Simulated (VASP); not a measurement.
Wanted: the native input for a VASP 6.6.1 run.

```yaml
Task: single point
Functional: PBE
Potentials_or_basis: VASP PAW PBE potentials, release 64 (Bi_d, Te)
Cutoff: 520 eV
k_mesh: 6 × 6 × 4
Occupations: gaussian, width 0.1 eV
Spin: no spin polarisation
Dipole_correction: no
Further_INCAR_settings: ALGO = Normal; EDIFF = 1e-07; NBANDS = 18
```

The structure of BiTe lies in POSCAR:

```
BiTe
1.0
    4.1810674927     -0.0000000031      0.0000000000
   -2.0905337437      3.6209106651      0.0000000000
    0.0000000000      0.0000000000      4.3971079575
Bi Te
1 1
Direct
    0.3333333333      0.6666666667      0.5000000000
    0.0000000000      0.0000000000      0.0000000000
```

The cell was built from a structure type or drawn by symmetry, and may not be a known phase.

The input as run:

INCAR

```
PREC     = Accurate       # precision mode
ENCUT    = 520            # plane-wave cutoff, eV
EDIFF    = 1E-7           # SCF threshold, eV
ISMEAR   = 0              # smearing method
SIGMA    = 0.1            # smearing width, eV
LREAL    = False          # projectors in reciprocal space
LASPH    = True           # aspherical terms in the spheres
NELM     = 80             # most SCF steps
ALGO     = Normal         # electronic algorithm
ISIF     = 2              # what is computed and relaxed
LWAVE    = False          # write WAVECAR
LCHARG   = False          # write CHGCAR
GGA      = PE             # functional
NBANDS   = 18             # bands
```

KPOINTS

```
Automatic mesh
0
Gamma
  6 6 4
```

Potentials or basis: VASP PAW PBE potentials, release 64 (Bi_d, Te).

Run with:

```bash
$ cat potpaw_PBE.64/Bi_d/POTCAR potpaw_PBE.64/Te/POTCAR > POTCAR
$ mpirun -np 1 vasp_std > vasp.out
```

Results of the run:

| Item | Value |
| --- | --- |
| Pressure | 0.2 GPa |
| Band gap on the k mesh | zero (an odd number of electrons rules out a gap without spin polarisation) |

Caveat: spin-orbit coupling is left out, which moves the levels of the heavy elements.

Wall time 24 s on 1 thread of Intel(R) Xeon(R) Platinum 8488C (Sapphire Rapids), on a shared host, peak memory 0.19 GiB.
